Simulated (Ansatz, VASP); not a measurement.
**Two plane-wave programs on CdI2**

```xyz
3
Lattice="4.2440 0.0000 0.0000 -2.1220 3.6754 0.0000 0.0000 0.0000 6.8590" Properties=species:S:1:pos:R:3 pbc="T T T"
Cd    0.0000    0.0000    0.0000
I     0.0000    2.4503    1.7093
I     2.1220    1.2251    5.1497
```

Alike in both runs: task electric field gradients; functional PBE; k mesh 7 × 7 × 4; occupations fermi-dirac, width 0.02 eV; no spin polarisation.

|  | VASP | Ansatz |
| --- | --- | --- |
| version | VASP 6.6.1 | Ansatz 0.2.0 |
| potentials or method | VASP PAW PBE potentials, release 64 (Cd, I) | PAW with Ansatz's default frozen-core files, scalar-relativistic |
| plane-wave cutoff (eV) | 400 | 420 |
| valence electrons in the cell | 26 | 54 |

|  | VASP | Ansatz | Ansatz less VASP |
| --- | --- | --- | --- |
| gap on the k mesh at the Fermi level (eV) | 2.41 | 2.42 | +0.009 |
| pressure (GPa) | 1.8 | 1.9 | +0.09 |
| rms of the force components (eV/Å) | 0.068 | 0.058 | -0.0101 |
| size of Vzz on the site where it differs most (V/Å²) | 54.9 | 56.1 | +1.18 |

Atom by atom the forces differ by 0.010 eV/Å (rms over components). VASP's potentials hold 26 valence electrons a cell and Ansatz's 54, so a difference there can come from the potentials and not from the codes.

Neither program's run includes spin-orbit coupling.
